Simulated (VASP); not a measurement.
**MgO (Periclase): single point with PBE**

**The experiment to reproduce.**

From “Electronic structure of alkaline earth and post-transition metal oxides”, 2009, arxiv:0908.1581, for a bulk crystal of MgO: band gap 7.83 eV.

Crystal: MgO (Periclase).

```
Mg O
1.0
     0.00000    2.13625    2.13625
     2.13625    0.00000    2.13625
     2.13625    2.13625    0.00000
Mg O
1 1
Direct
  0.00000 0.00000 0.00000
  0.50000 0.50000 0.50000
```

* Program: VASP 6.6.1
* Task: single point
* Functional: PBE
* Potentials or basis: VASP PAW PBE potentials, release 64 (Mg, O)
* Cutoff: 520 eV
* k mesh: 8 × 8 × 8
* Occupations: gaussian, width 0.01 eV
* Spin: no spin polarisation
* Dipole correction: no
* Further INCAR settings: ALGO = Normal; EDIFF = 1e-06; NBANDS = 11

```yaml
Pressure: -2.7 GPa
Band_gap_on_the_k_mesh: 4.32 eV, direct
```

Levels at points of the mesh, in eV from the valence-band top:
```tsv
k point	band 1	band 2	band 3	band 4	band 5	band 6	band 7	band 8	band 9
(0.00, 0.00, 0.00)	-17.05	0.00	0.00	0.00	4.32	15.56	15.56	15.56	19.36
(0.50, 0.00, 0.00)	-15.87	-4.43	-0.61	-0.61	7.63	12.12	15.87	15.87	20.26
(0.50, 0.50, 0.00)	-15.63	-3.91	-1.29	-1.29	9.07	9.51	12.65	18.33	18.33
```

Wall time 7.6 s on 1 thread of AMD EPYC 7R43 64-Core Processor (Zen 3), on a shared host, peak memory 0.1 GiB.

Measured gap of MgO: 7.83 eV (quoted in “Electronic structure of alkaline earth and post-transition metal oxides”, 2009, arxiv:0908.1581). This calculation gives 4.32 eV (-3.51 eV). The value is that of PBE, without temperature or zero-point motion. Semilocal functionals fall short of measured gaps as a rule.
